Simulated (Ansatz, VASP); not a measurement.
## Two plane-wave programs on PbSe

Contents of INCAR:

```
  PREC = Accurate
  ENCUT = 500
  EDIFF = 1E-6
  ISMEAR = 0
  SIGMA = 0.05
  LREAL = F
  LASPH = T
  NELM = 120
  ALGO = Normal
  ISIF = 2
  LWAVE = F
  LCHARG = T
  GGA = RP
  IVDW = 13
  LELF = T
  LVHAR = T
  NBANDS = 17
  GGA_COMPAT = F
```

Contents of KPOINTS:

```
Automatic mesh
0
Gamma
  6 6 6
```

The input POSCAR:

```
PbSe
1.0
    0.0000000000      3.0621516472      3.0621516472
    3.0621516472      0.0000000000      3.0621516472
    3.0621516472      3.0621516472      0.0000000000
Pb Se
1 1
Direct
    0.5000000000      0.5000000000      0.5000000000
    0.0000000000      0.0000000000      0.0000000000
```

Input for Ansatz:

```yaml
crystal:
  lattice:
    - [0.0, 3.0621516472, 3.0621516472]
    - [3.0621516472, 0.0, 3.0621516472]
    - [3.0621516472, 3.0621516472, 0.0]
  atoms:
    - { symbol: Pb, position: [0.5, 0.5, 0.5] }
    - { symbol: Se, position: [0.0, 0.0, 0.0] }
basis:
  ecutwfc: 420
  ecutrho_ratio: 4
kpoints:
  mp_grid: { grid: [6, 6, 6] }
hamiltonian:
  xc: rpbe
  dispersion: d4
scf:
  occupations: { method: gaussian, width: 0.05 }
output:
  forces: true
  stress: true
  eigenvalues: true
```

Alike in both runs: task single point; functional RPBE; dispersion D4; k mesh 6 × 6 × 6; occupations gaussian, width 0.05 eV; no spin polarisation.

|  | VASP | Ansatz |
| --- | --- | --- |
| version | VASP 6.6.1 | Ansatz 0.2.0 |
| potentials or method | VASP PAW PBE potentials, release 64 (Pb_d, Se), cutoff 500 eV | scalar-relativistic, plane waves, PAW |
| valence electrons in the cell | 20 | 30 |

```tsv
	VASP	Ansatz	Ansatz less VASP
gap on the k mesh at the Fermi level (eV)	0.38	0.38	-0.006
least direct gap on the mesh (eV)	0.38	0.38	-0.006
pressure (GPa)	0.1	0.2	+0.02
```

VASP's potentials were made for PBE, not for RPBE. VASP's potentials hold 20 valence electrons a cell and Ansatz's 30, so a difference there can come from the potentials and not from the codes.

Neither program's run includes spin-orbit coupling.
